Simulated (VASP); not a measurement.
Sb, 1 atom in the cell. It takes space group Pm-3m (No. 221, cubic). Conventional cell: a = 3.025 Å, b = 3.025 Å, c = 3.025 Å, α = 90.00°, β = 90.00°, γ = 90.00°. Sb (site symmetry m-3m) has 6 Sb at 3.02 Å within 4.0 Å. This isn't the form of Sb at room conditions, which is rhombohedral.

* Program: VASP 6.6.1
* Task: single point
* Functional: r2SCAN
* Potentials or basis: VASP PAW PBE potentials, release 64 (Sb)
* Cutoff: 520 eV
* k mesh: 14 × 14 × 14
* Occupations: gaussian, width 0.1 eV
* Spin: no spin polarisation
* Dipole correction: no
* Further INCAR settings: ALGO = Normal; EDIFF = 1e-06; NBANDS = 8

Potentials or basis: VASP PAW PBE potentials, release 64 (Sb).

Run with:

```console
$ cat potpaw_PBE.64/Sb/POTCAR > POTCAR
$ cp INCAR.step1 INCAR
$ mpirun -np 1 vasp_std > vasp.out
$ cp INCAR.step2 INCAR
$ mpirun -np 1 vasp_std > vasp.out
```

Hardware: 1 thread of Intel(R) Xeon(R) Platinum 8375C CPU @ 2.90GHz (Ice Lake), on a shared host.

Estimate the wall time of this run.

Wall time 33 s on 1 thread of Intel(R) Xeon(R) Platinum 8375C CPU @ 2.90GHz (Ice Lake), with other jobs on the host, peak memory 0.15 GiB. Counts: k points 120.
